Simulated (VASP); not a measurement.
A run of VASP 6.6.1 is set up as follows.

File INCAR:

```
ALGO = Normal
EDIFF = 1E-7
ENCUT = 520
GGA = PS
ISIF = 2
ISMEAR = 0
LASPH = T
LCHARG = T
LELF = T
LREAL = F
LVHAR = T
LWAVE = F
NBANDS = 11
NELM = 60
PREC = Accurate
SIGMA = 0.01
```

File KPOINTS:

```
k-points
0
Gamma
  8 8 8
```

Contents of POSCAR:

```
Si
1.0
    2.7369342507      2.7369342507      0.0000000000
   -2.7369342507      2.7369342507      0.0000000000
    0.0000000000      2.7369342507      2.7369342507
Si
2
Direct
    0.2500000000      0.7500000000      0.5000000000
    0.0000000000      0.0000000000      0.0000000000
```

Potentials or basis: VASP PAW PBE potentials, release 64 (Si).

Run with:

```sh
$ cat potpaw_PBE.64/Si/POTCAR > POTCAR
$ mpirun -np 1 vasp_std > vasp.out
```

Task: What does it give for the band gap on the k mesh?

Result: 0.54 eV, indirect (least direct gap 2.51 eV).

Task: Estimate the pressure.

Result: -1.9 GPa.

Caveat: the PAW data sets were made with another functional, which shifts forces and pressure a little. Expect the measured gap to be larger: semilocal functionals such as PBEsol lack the derivative discontinuity.
